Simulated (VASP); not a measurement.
The system is CuSn2.

```
Cu Sn
1.0
     3.21913    0.00000    0.00000
    -1.60957    2.78785    0.00000
     0.00000    0.00000   15.35888
Cu Sn
2 4
Direct
  0.66667 0.33333 0.33333
  0.66667 0.33333 0.66667
  0.33333 0.66667 0.83333
  0.33333 0.66667 0.16667
  0.33333 0.66667 0.50000
  0.66667 0.33333 0.00000
```

| Property | Result |
| --- | --- |
| Program | VASP 6.6.1 |
| Task | relaxation of cell and atoms |
| Functional | PBE |
| Potentials or basis | VASP PAW PBE potentials, release 64 (Cu, Sn_d) |
| Cutoff | 600 eV |
| k mesh | 6 × 6 × 1 |
| Occupations | gaussian, width 0.1 eV |
| Spin | no spin polarisation |

At the start: pressure 0.1 GPa; volume 22.97 Å³/atom.

Q: How do energy, volume and symmetry change on relaxing?

A: Over 15 steps the energy falls by 187.8 meV/atom and the volume is 22.37 Å³/atom (-2.6 %); space group P-6m2 (No. 187, to 0.05 Å).

Step by step:
```csv
step,energy change (eV),largest force (eV/Å),pressure (GPa),volume (Å³)
1,0.0000,1.5630,0.11,137.84
2,-0.2815,1.4021,-0.81,138.12
3,-0.7379,0.8200,-1.51,138.43
4,-0.7595,0.5181,-1.19,138.37
5,-0.9026,0.6887,1.59,132.62
6,-0.9026,0.6914,1.62,132.58
7,-1.0077,0.4511,-0.68,136.85
8,-1.0078,0.4614,-0.61,136.66
9,-1.0587,0.3393,-0.08,134.80
10,-1.0964,0.1092,0.96,131.80
11,-1.1109,0.2212,-0.82,135.50
12,-1.1153,0.1840,-0.22,134.27
13,-1.1212,0.1238,0.05,133.78
14,-1.1221,0.0935,0.20,133.52
15,-1.1270,0.0341,0.02,134.25
```

Final structure:
```
CELL_PARAMETERS angstrom
3.28698 0.00000 0.00000
-1.64349 2.84661 0.00000
0.00000 0.00000 14.34760
ATOMIC_POSITIONS crystal
Cu 0.66667 0.33333 0.35392
Cu 0.66667 0.33333 0.64608
Sn 0.33333 0.66667 0.79119
Sn 0.33333 0.66667 0.20881
Sn 0.33333 0.66667 0.50000
Sn 0.66667 0.33333 0.00000
```

Caveat: the k points lie up to 0.44 Å⁻¹ apart in the final cell.
